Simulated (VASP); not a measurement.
Crystal: Y3AlN4.

```xyz
8
Lattice="3.6996 0.0000 0.0000 -1.8498 3.2040 0.0000 0.0000 0.0000 10.9436" Properties=species:S:1:pos:R:3 pbc="T T T"
Al    0.0000    2.1360    0.0578
Y     0.0000    2.1360    5.3580
Y     1.8498    1.0680    2.4155
Y     1.8498    1.0680    8.3081
N     0.0000    2.1360    1.8934
N     0.0000    2.1360    7.6580
N     1.8498    1.0680    4.7287
N     1.8498    1.0680   10.6189
```

Base run:

- Program: VASP 6.6.1
- Functional: r2SCAN
- Potentials or basis: VASP PAW PBE potentials, release 64 (Al, Y_sv, N)
- Cutoff: 520 eV
- k mesh: 12 × 12 × 2
- Occupations: gaussian, width 0.01 eV
- Spin: no spin polarisation

Its results: band gap on the k mesh 2.02 eV (least direct gap 2.60 eV); pressure 0.0 GPa; largest force 0.025 eV/Å.

Task: The run is repeated on the same cell with these changes: functional from r2SCAN to PBE; occupations from gaussian, width 0.01 eV to fermi-dirac, width 0.02 eV. What comes out?

Result: Band gap on the k mesh 1.61 eV (least direct gap 2.18 eV); pressure 1.2 GPa; largest force 0.255 eV/Å.

Caveats: the PAW data sets were made with another functional, which shifts forces and pressure a little (at least some runs).

A k mesh can miss the band edges.
